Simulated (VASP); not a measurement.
# V2Br (P6/mmm) in VASP: further runs

Runs on V2Br. Level: PBE. Tasks: single point, relaxation of cell and atoms.

All numbers are computed with VASP 6.6.1; they aren't measurements. Logs are shortened: lines on timing, memory, paths and dates and some standing lists are left out, and cuts for length are marked.

### Step 1. The cell of the first run

It takes space group P6/mmm (No. 191, hexagonal). Conventional cell: a = 3.817 Å, b = 3.817 Å, c = 4.121 Å, α = 90.00°, β = 90.00°, γ = 120.00°. V (site symmetry -6m2) has 3 V at 2.20 Å within 2.9 Å. Within 4.2 Å of Br (site symmetry 6/mmm) lie 12 V at 3.02 Å and 8 Br at 3.82 to 4.12 Å.

### Step 2. Single point, PBE, collinear spin, ferromagnetic start

File INCAR:

```
SYSTEM = V2Br
ALGO = Normal ; EDIFF = 1E-7
ENCUT = 520 ; GGA = PE
ISIF = 2 ; ISMEAR = 0
ISPIN = 2 ; LASPH = .True.
LCHARG = .False. ; LMAXMIX = 4
LORBIT = 11 ; LREAL = .False.
LWAVE = .False. ; MAGMOM = 2 2 0
NBANDS = 28 ; NELM = 150
PREC = Accurate ; SIGMA = 0.1
```

File KPOINTS:

```
k-points
0
Gamma
  6 6 4
  0 0 0
```

File POSCAR:

```
V2Br
1.0
    3.8168427255      0.0000000000      0.0000000000
   -1.9084213628      3.3054827626      0.0000000000
    0.0000000000      0.0000000000      4.1211757003
V Br
2 1
Direct
    0.3333333333      0.6666666667      0.5000000000
    0.6666666667      0.3333333333      0.5000000000
    0.0000000000      0.0000000000      0.0000000000
```

Potentials or basis: VASP PAW PBE potentials, release 64 (V_sv, Br).

Run with:

```console
> cat potpaw_PBE.64/V_sv/POTCAR potpaw_PBE.64/Br/POTCAR > POTCAR
> mpirun -np 1 vasp_std > vasp.out
```

OUTCAR:

```text
SYSTEM = V2Br
   EDIFF = 1E-7
   ENCUT = 520
   GGA = PE
   ISIF = 2
   ISMEAR = 0
   ISPIN = 2
   LASPH = .True.
   LORBIT = 11
   LREAL = .False.
   NELM = 150
   PREC = Accurate

 ion  position               nearest neighbor table
   1  0.333  0.667  0.500-   2 2.20   2 2.20   2 2.20
   2  0.667  0.333  0.500-   1 2.20   1 2.20   1 2.20
   3  0.000  0.000  0.000-

  LATTYP: Found a hexagonal cell.
 ALAT       =     3.8168427255
 C/A-ratio  =     1.0797342193

  Lattice vectors:

 A1 = (   3.8168427255,   0.0000000000,   0.0000000000)
 A2 = (  -1.9084213628,   3.3054827626,   0.0000000000)
 A3 = (   0.0000000000,   0.0000000000,   4.1211757003)

Analysis of symmetry for initial positions (statically):
=====================================================================
 Subroutine PRICEL returns:
 Original cell was already a primitive cell.

 Routine SETGRP: Setting up the symmetry group for a
 hexagonal supercell.

 Subroutine GETGRP returns: Found 24 space group operations
 (whereof 24 operations were pure point group operations)
 out of a pool of 24 trial point group operations.

The static configuration has the point symmetry D_6h.

Analysis of symmetry for dynamics (positions and initial velocities):
=====================================================================
 Subroutine PRICEL returns:
 Original cell was already a primitive cell.

 Routine SETGRP: Setting up the symmetry group for a
 hexagonal supercell.

 Subroutine GETGRP returns: Found 24 space group operations
 (whereof 24 operations were pure point group operations)
 out of a pool of 24 trial point group operations.

The dynamic configuration has the point symmetry D_6h.

Analysis of structural, dynamic, and magnetic symmetry:
=====================================================================
 Subroutine PRICEL returns:
 Original cell was already a primitive cell.

 Routine SETGRP: Setting up the symmetry group for a
 hexagonal supercell.

 Subroutine GETGRP returns: Found 24 space group operations
 (whereof 24 operations were pure point group operations)
 out of a pool of 24 trial point group operations.

The overall configuration has the point symmetry D_6h.

 Subroutine INISYM returns: Found 24 space group operations
 (whereof 24 operations are pure point group operations),
 and found     1 'primitive' translations

----------------------------------------------------------------------------------------

                                     Primitive cell

  volume of cell :      51.9948

  direct lattice vectors                    reciprocal lattice vectors
     3.816842725  0.000000000  0.000000000     0.261996648  0.151263835  0.000000000
    -1.908421363  3.305482763  0.000000000     0.000000000  0.302527670  0.000000000
     0.000000000  0.000000000  4.121175700     0.000000000  0.000000000  0.242649203

  length of vectors
     3.816842725  3.816842726  4.121175700     0.302527670  0.302527670  0.242649203

  position of ions in fractional coordinates (direct lattice)
     0.333333333  0.666666667  0.500000000
     0.666666667  0.333333333  0.500000000
     0.000000000  0.000000000  0.000000000

  ion indices of the primitive-cell ions
   primitive index   ion index
                 1           1
                 2           2
                 3           3

----------------------------------------------------------------------------------------

 KPOINTS: k-points

Automatic generation of k-mesh.
 Grid dimensions read from file:
 generate k-points for:    6    6    4

 Generating k-lattice:

  Cartesian coordinates                     Fractional coordinates (reciprocal lattice)
     0.043666108  0.025210639  0.000000000     0.166666667 -0.000000000  0.000000000
     0.000000000  0.050421278  0.000000000     0.000000000  0.166666667  0.000000000
     0.000000000  0.000000000  0.060662301     0.000000000  0.000000000  0.250000000

  Length of vectors
     0.050421278  0.050421278  0.060662301

  Shift w.r.t. Gamma in fractional coordinates (k-lattice)
     0.000000000  0.000000000  0.000000000

 Subroutine IBZKPT returns following result:
 ===========================================

 Found     21 irreducible k-points:

 Following reciprocal coordinates:
            Coordinates               Weight
  0.000000  0.000000  0.000000      1.000000
  0.166667 -0.000000  0.000000      6.000000
  0.333333  0.000000  0.000000      6.000000
  0.500000  0.000000  0.000000      3.000000
  0.166667  0.166667  0.000000      6.000000
  0.333333  0.166667  0.000000     12.000000
[... 13 lines left out ...]
  0.333333  0.166667  0.500000     12.000000
  0.333333  0.333333  0.500000      2.000000
   k-points           NKPTS =     21   k-points in BZ     NKDIM =     21   number of bands    NBANDS=     28
   number of dos      NEDOS =    301   number of ions     NIONS =      3
   total plane-waves  NPLWV =  25088
   dimension x,y,z NGX =    28 NGY =   28 NGZ =   32
   dimension x,y,z NGXF=    56 NGYF=   56 NGZF=   64
   ions per type =               2   1
   NGX,Y,Z   is equivalent  to a cutoff of  12.20, 12.20, 12.91 a.u.
   NGXF,Y,Z  is equivalent  to a cutoff of  24.39, 24.39, 25.82 a.u.
 SYSTEM =  V2Br
   PREC   = accura    normal or accurate (medium, high low for compatibility)
   ISTART =      0    job   : 0-new  1-cont  2-samecut
   ICHARG =      2    charge: 1-file 2-atom 10-const
   ISPIN  =      2    spin polarized calculation?
   LNONCOLLINEAR =      F non collinear calculations
   LSORBIT =      F    spin-orbit coupling
   LASPH  =      T    aspherical Exc in radial PAW
   ENCUT  =  520.0 eV  38.22 Ry    6.18 a.u.   7.10  7.10  7.66*2*pi/ulx,y,z
   NELM   =    150;   NELMIN=  2; NELMDL= -5     # of ELM steps
   EDIFF  = 0.1E-06   stopping-criterion for ELM
   LREAL  =      F    real-space projection
   EDIFFG = 0.1E-05   stopping-criterion for IOM
   NSW    =      0    number of steps for IOM
   IBRION =     -1    ionic relax: 0-MD 1-quasi-New 2-CG
   NFREE  =      0    steps in history (QN), initial steepest desc. (CG)
   ISIF   =      2    stress and relaxation
   ISYM   =      2    0-nonsym 1-usesym 2-fastsym
   POTIM  = 0.5000    time-step for ionic-motion
   TEBEG  =    0.0;   TEEND  =   0.0 temperature during run
   PSTRESS=    0.0 pullay stress
   NELECT =      33.0000    total number of electrons
   NUPDOWN=      -1.0000    fix difference up-down
   EMIN   =  10.00;   EMAX   =-10.00  energy-range for DOS
   EFERMI =   0.00;   METHOD = LEGACY
   ISMEAR =     0;   SIGMA  =   0.10  broadening in eV -4-tet -1-fermi 0-gaus
   EFERMI_NEDOS =   21; number of points for ismear=-14 and -15
   IALGO  =     38    algorithm
   IMIX   =      4    mixing-type and parameters
     AMIX     =   0.40;   BMIX     =  1.00
     AMIX_MAG =   1.60;   BMIX_MAG =  1.00
  volume/ion in A,a.u.               =      17.33       116.96
  Fermi-wavevector in a.u.,A,eV,Ry     =   1.406888  2.658632 26.930454  1.979333
  Thomas-Fermi vector in A             =   2.529202
   LORBIT       =     11    0 simple, 1 ext, 2 COOP (PROOUT), +10 PAW based schemes
   GGA     = PE    functional components
   LHFCALC =     F    Hartree Fock is set to
   AEXX    =    0.0000 exact exchange contribution
   IVDW    =     0    specifies the selected vdW correction
   LEPSILON=     F    determine dielectric tensor
   LRPA    =     F    only Hartree local field effects (RPA)
 spin polarized calculation
 Gauss-broadening in eV      SIGMA  =   0.10
  energy-cutoff  :      520.00
  volume of cell :       51.99
 maximum number of plane-waves:      1413
   NGX = 15   NGY = 15   NGZ = 15

 number of electron      33.0000010 magnetization       0.0436636

 number of electron      33.0000010 magnetization      -0.0011126

 Free energy of the ion-electron system (eV)
  ---------------------------------------------------
  ext. energy  EPLUGINS =         0.00000000
  ---------------------------------------------------
  free energy    TOTEN  =       -15.89734037 eV

  energy without entropy =      -15.87444437  energy(sigma->0) =      -15.88589237

 E-fermi :   8.0682     XC(G=0): -11.2042

 val. band max:        8.0414988971   @ k =   0.1667   0.1667   0.2500
 cond. band min:       8.0736791303   @ k =   0.3333   0.1667   0.0000
 fundamental gap:      0.0321802332
 Fermi energy:         8.0681783013

 spin component 1

 k-point     1 :       0.0000    0.0000    0.0000
  band No.  band energies     occupation
      1     -55.5179      1.00000
      2     -54.8337      1.00000
      3     -29.8256      1.00000
      4     -29.8256      1.00000
      5     -29.5592      1.00000
      6     -29.0867      1.00000
[... 20 lines left out ...]
     27      16.0239      0.00000
     28      19.5297      0.00000

 k-point     2 :       0.1667   -0.0000    0.0000
  band No.  band energies     occupation
      1     -55.4790      1.00000
      2     -54.8757      1.00000
      3     -29.8645      1.00000
      4     -29.7558      1.00000
      5     -29.5314      1.00000
      6     -29.1149      1.00000
[... 20 lines left out ...]
     27      14.7389      0.00000
     28      19.5371      0.00000

 k-point     3 :       0.3333    0.0000    0.0000
  band No.  band energies     occupation
      1     -55.3778      1.00000
      2     -54.9830      1.00000
      3     -29.9365      1.00000
      4     -29.5904      1.00000
      5     -29.4598      1.00000
      6     -29.1874      1.00000
[... 522 lines left out ...]
      2     -55.0679      1.00000
      3     -30.0042      1.00000
      4     -29.4080      1.00000
      5     -29.3971      1.00000
      6     -29.2493      1.00000
[... 20 lines left out ...]
     27      14.9842      0.00000
     28      19.7617      0.00000

 k-point    21 :       0.3333    0.3333    0.5000
  band No.  band energies     occupation
      1     -55.1826      1.00000
      2     -55.1826      1.00000
      3     -30.0492      1.00000
      4     -29.3287      1.00000
      5     -29.3287      1.00000
      6     -29.0743      1.00000
[... 20 lines left out ...]
     27      15.2837      0.00000
     28      19.0310      0.00000
 Fermi energy:         8.0681783013

 spin component 2

 k-point     1 :       0.0000    0.0000    0.0000
  band No.  band energies     occupation
      1     -55.5183      1.00000
      2     -54.8341      1.00000
      3     -29.8260      1.00000
      4     -29.8260      1.00000
      5     -29.5596      1.00000
      6     -29.0871      1.00000
[... 20 lines left out ...]
     27      16.0236      0.00000
     28      19.5277      0.00000

 k-point     2 :       0.1667   -0.0000    0.0000
  band No.  band energies     occupation
      1     -55.4794      1.00000
      2     -54.8761      1.00000
      3     -29.8649      1.00000
      4     -29.7562      1.00000
      5     -29.5318      1.00000
      6     -29.1153      1.00000
[... 20 lines left out ...]
     27      14.7387      0.00000
     28      19.5369      0.00000

 k-point     3 :       0.3333    0.0000    0.0000
  band No.  band energies     occupation
      1     -55.3782      1.00000
      2     -54.9834      1.00000
      3     -29.9369      1.00000
      4     -29.5908      1.00000
      5     -29.4602      1.00000
      6     -29.1877      1.00000
[... 523 lines left out ...]
      3     -30.0046      1.00000
      4     -29.4084      1.00000
      5     -29.3975      1.00000
      6     -29.2497      1.00000
[... 20 lines left out ...]
     27      14.9840      0.00000
     28      19.7616      0.00000

 k-point    21 :       0.3333    0.3333    0.5000
  band No.  band energies     occupation
      1     -55.1830      1.00000
      2     -55.1830      1.00000
      3     -30.0496      1.00000
      4     -29.3291      1.00000
      5     -29.3291      1.00000
      6     -29.0747      1.00000
[... 20 lines left out ...]
     27      15.2835      0.00000
     28      19.0309      0.00000

------------------------ aborting loop because EDIFF is reached ----------------------------------------

  FORCE on cell =-STRESS in cart. coord.  units (eV):
  Direction    XX          YY          ZZ          XY          YZ          ZX
  --------------------------------------------------------------------------------------
  -------------------------------------------------------------------------------------
  Total        2.6413540      2.6413540     -0.2123168     -0.0000000      0.0000000     -0.0000000
  in kB       81.3910956     81.3910956     -6.5423635     -0.0000000      0.0000000     -0.0000000
  external PRESSURE =      52.0799426 kB  Pullay stress =       0.0000000 kB

 VOLUME and BASIS-vectors are now :
 -----------------------------------------------------------------------------
  energy-cutoff  :      520.00
  volume of cell :       51.99
      direct lattice vectors                 reciprocal lattice vectors
     3.816842725  0.000000000  0.000000000     0.261996648  0.151263835  0.000000000
    -1.908421363  3.305482763  0.000000000     0.000000000  0.302527670  0.000000000
     0.000000000  0.000000000  4.121175700     0.000000000  0.000000000  0.242649203

 POSITION                                       TOTAL-FORCE (eV/Angst)
 -----------------------------------------------------------------------------------
     -0.00000      2.20366      2.06059         0.000000     -0.000000     -0.000000
      1.90842      1.10183      2.06059        -0.000000      0.000000      0.000000
      0.00000      0.00000      0.00000        -0.000000      0.000000      0.000000
 -----------------------------------------------------------------------------------
    total drift:                               -0.000000      0.000000     -0.000000

  FREE ENERGIE OF THE ION-ELECTRON SYSTEM (eV)
  ---------------------------------------------------
  free  energy   TOTEN  =       -15.8973403711 eV

  energy  without entropy=      -15.8744443663  energy(sigma->0) =      -15.88589237

 total charge

# of ion       s       p       d       tot
------------------------------------------
    1        2.306   6.089   3.547  11.942
    2        2.306   6.089   3.547  11.942
    3        1.648   3.051   0.081   4.780
--------------------------------------------------
tot          6.260  15.229   7.175  28.664

 magnetization (x)

# of ion       s       p       d       tot
------------------------------------------
    1       -0.000  -0.000  -0.000  -0.000
    2       -0.000  -0.000  -0.000  -0.000
    3       -0.000  -0.000  -0.000  -0.000
--------------------------------------------------
tot         -0.000  -0.000  -0.001  -0.001
```

It used 55 s of CPU time on 1 thread of Intel Xeon 8259CL, on a shared host.

Results:

```
Free energy                                           : -15.8973 eV
Pressure                                              : 5.2 GPa
Net moment                                            : 0.00 μB per cell
Valence electrons inside the program's atomic spheres : V 11.94; Br 4.78
```

Caveat: the k points lie up to 0.38 Å⁻¹ apart; the moments typed at the start vanished in this run.

### Step 3. Single point, PBE

This run uses another cell than the first one, of 16.19 Å³/atom.

File INCAR:

```
SYSTEM = V2Br
ALGO = Normal
EDIFF = 1E-6
ENCUT = 520
GGA = PE
ISIF = 2
ISMEAR = 0
LASPH = .TRUE.
LCHARG = .FALSE.
LREAL = .FALSE.
LWAVE = .FALSE.
NBANDS = 24
NELM = 100
PREC = Accurate
SIGMA = 0.1
```

File KPOINTS:

```
k-points
0
G
  12 12 16
  0 0 0
```

File POSCAR:

```
V2Br
1.0
    4.3810959236      0.0000000000      0.0000000000
   -2.1905479618      3.7941403663      0.0000000000
    0.0000000000      0.0000000000      2.9222049382
V Br
2 1
Direct
    0.3333333333      0.6666666667      0.5000000000
    0.6666666667      0.3333333333      0.5000000000
    0.0000000000      0.0000000000      0.0000000000
```

Potentials or basis: VASP PAW PBE potentials, release 64 (V_sv, Br).

Run with:

```console
> cat potpaw_PBE.64/V_sv/POTCAR potpaw_PBE.64/Br/POTCAR > POTCAR
> mpirun -np 1 vasp_std > vasp.out
```

Run time: 3 min. Hardware: 1 thread of Intel Xeon 8259CL, shared host; peak memory 0.31 GiB.

Results (log left out):

```yaml
Free_energy: -16.7002 eV
Pressure: 0.0 GPa
Band_gap_on_the_k_mesh: zero (an odd number of electrons rules out a gap without spin polarisation)
```

Levels at points of the mesh, in eV from the Fermi level:
```
           k point  band 13  band 14  band 15  band 16  band 17  band 18  band 19  band 20
(0.00, 0.00, 0.00)    -2.02    -1.50    -0.60    -0.60    -0.60     0.48     0.48     1.73
(0.50, 0.00, 0.00)    -2.41    -1.28    -1.07    -1.01     0.19     1.13     1.41     1.45
(0.00, 0.00, 0.50)    -2.03    -2.03    -0.80    -0.80     0.17     0.17     0.29     0.73
(0.50, 0.00, 0.50)    -1.78    -1.24    -1.04    -0.93     0.48     0.96     0.99     1.91
```

Caveat: the run has no spin polarisation, though such a crystal can be magnetic.

(Part 1 of 2 ends here.)

The gap in the log of VASP goes by the Fermi energy; the results here count the filled bands.